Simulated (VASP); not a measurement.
Runs of VASP 6.6.1 on AlN. The structure is that of space group Fm-3m (No. 225), or close to it. The cells are those of the table. 

| level | cell | k mesh | smearing | gap on the mesh (eV) | pressure (GPa) |
| --- | --- | --- | --- | --- | --- |
| PBE | a = 2.855, b = 2.813, c = 2.813 Å, angles 61.0, 59.5, 59.5°, 2 atoms | 6 × 6 × 6 | gaussian 0.01 eV | (c) | 15.6 |
| PBE | a = 2.884 Å, angles 60.0°, 2 atoms | 10 × 10 × 10 | fermi-dirac 0.02 eV | 4.36 | -1.7 |
| r2SCAN | a = 2.869 Å, angles 60.0°, 2 atoms | 10 × 10 × 10 | gaussian 0.01 eV | (a) | -4.8 |
| PBE | a = 2.869 Å, angles 60.0°, 2 atoms | 6 × 6 × 6 | gaussian 0.01 eV | 4.50 | 2.1 |
| PBE | a = 2.861, b = 2.861, c = 2.898 Å, angles 59.6, 59.6, 60.9°, 2 atoms | 6 × 6 × 6 | gaussian 0.01 eV | 4.25 | (b) |

Alike in all rows: task single point; potentials or basis VASP PAW PBE potentials, release 64 (Al, N); no spin polarisation; cutoff (eV) 520.

Q: Fill in the values left out.

A: (a) 5.38; (b) 1.5; (c) 4.69.

Caveats: some runs use coarse meshes; the PAW data sets were made with another functional, which shifts forces and pressure a little (some runs).

A k mesh can miss the band edges.
